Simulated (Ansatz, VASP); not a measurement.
Pt in VASP and in Ansatz

```
Pt
1.0
     4.49904    0.00000    0.00000
    -2.24952    3.89628    0.00000
     0.00000    0.00000    2.68269
Pt
3
Cartesian
  -2.2495 3.8963 0.0000
  0.0000 2.5975 1.3413
  2.2495 1.2988 1.3413
```

Alike in both runs: task single point; functional RPBE; k mesh 9 × 9 × 13; occupations fermi-dirac, width 0.1 eV; no spin polarisation.

```csv
,VASP,Ansatz
version,VASP 6.6.1,Ansatz 0.2.0
potentials or method,"VASP PAW PBE potentials, release 64 (Pt), cutoff 520 eV","plane waves (420 eV) with PAW, scalar-relativistic"
valence electrons in the cell,30,54
```

```csv
,VASP,Ansatz,Ansatz less VASP
pressure (GPa),9.3,9.9,+0.58
"traceless stress, the component that is largest in VASP (GPa)",0.58,0.60,+0.014
```

VASP's potentials were made for PBE, not for RPBE. VASP's potentials hold 30 valence electrons a cell and Ansatz's 54, so a difference there can come from the potentials and not from the codes.

Spin-orbit coupling is off throughout.
